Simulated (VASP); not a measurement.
Crystal: Al2O3.

```xyz
10
Lattice="2.3803 1.3742 4.3319 -2.3803 1.3742 4.3319 0.0000 -2.7485 4.3319" Properties=species:S:1:pos:R:3 pbc="T T T"
Al    0.0000    0.0000    4.5765
Al    0.0000    0.0000    1.9213
Al    0.0000    0.0000    8.4191
Al    0.0000    0.0000   11.0743
O    -0.9203    1.3742    7.5808
O    -0.7300   -1.4841    7.5808
O     1.6503    0.1099    7.5808
O     0.9203   -1.3742    5.4148
O     0.7300    1.4841    5.4148
O    -1.6503   -0.1099    5.4148
```

- Program: VASP 6.6.1
- Task: relaxation of cell and atoms
- Functional: LDA
- Potentials or basis: VASP PAW LDA potentials, release 64 (Al, O)
- Cutoff: 600 eV
- k mesh: 6 × 6 × 6
- Occupations: gaussian, width 0.02 eV
- Spin: no spin polarisation

At the start: pressure -4.9 GPa; volume 8.50 Å³/atom.

Q: Where does the relaxation end?

A: Over 8 steps the energy falls by 2.8 meV/atom and the volume is 8.34 Å³/atom (-1.9 %); space group R-3c (No. 167, to 0.1 Å) before and after.

Step by step:
| step | energy change (eV) | largest force (eV/Å) | pressure (GPa) | volume (Å³) |
| --- | --- | --- | --- | --- |
| 1 | 0.0000 | 0.1259 | -4.92 | 85.02 |
| 2 | -0.0035 | 0.0671 | 5.04 | 81.84 |
| 3 | -0.0274 | 0.0312 | 0.05 | 83.36 |
| 4 | -0.0273 | 0.0291 | 0.16 | 83.32 |
| 5 | -0.0276 | 0.0129 | 0.07 | 83.35 |
| 6 | -0.0276 | 0.0063 | 0.09 | 83.35 |
| 7 | -0.0276 | 0.0071 | 0.09 | 83.35 |
| 8 | -0.0276 | 0.0027 | -0.06 | 83.40 |

Final structure:
```xyz
10
Lattice="2.3664 1.3663 4.2989 -2.3664 1.3663 4.2989 0.0000 -2.7325 4.2989" Properties=species:S:1:pos:R:3 pbc="T T T"
Al    0.0000    0.0000    4.5395
Al    0.0000    0.0000    1.9089
Al    0.0000    0.0000    8.3573
Al    0.0000    0.0000   10.9879
O    -0.9193    1.3663    7.5231
O    -0.7236   -1.4793    7.5231
O     1.6429    0.1130    7.5231
O     0.9193   -1.3663    5.3737
O     0.7236    1.4793    5.3737
O    -1.6429   -0.1130    5.3737
```
